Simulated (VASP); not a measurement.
Pt, 2 atoms in the cell. It takes space group Fm-3m (No. 225, cubic). Conventional cell: a = 3.895 Å, b = 3.895 Å, c = 3.895 Å, α = 90.00°, β = 90.00°, γ = 90.00°. Within 3.6 Å of Pt (site symmetry m-3m) lie 12 Pt at 2.75 Å. 

| Property | Result |
| --- | --- |
| Program | VASP 6.6.1 |
| Task | single point |
| Functional | LDA |
| Potentials or basis | VASP PAW LDA potentials, release 64 (Pt) |
| Cutoff | 520 eV |
| k mesh | 12 × 9 × 12 |
| Occupations | fermi-dirac, width 0.08 eV |
| Spin | no spin polarisation |
| Dipole correction | no |
| Further INCAR settings | ALGO = Normal; EDIFF = 1e-06; NBANDS = 17 |

Potentials or basis: VASP PAW LDA potentials, release 64 (Pt).

Launch:

```bash
$ cat potpaw_LDA.64/Pt/POTCAR > POTCAR
$ mpirun -np 1 vasp_std > vasp.out
```

Hardware: 1 thread of Intel(R) Xeon(R) Platinum 8488C (Sapphire Rapids), with other jobs on the host.

Problem. Estimate the wall time of this run.

Solution. Run time: 28 s on 1 thread of Intel(R) Xeon(R) Platinum 8488C (Sapphire Rapids), with other jobs on the host, peak memory 0.17 GiB. Counts: scf iterations 11, k points 140.
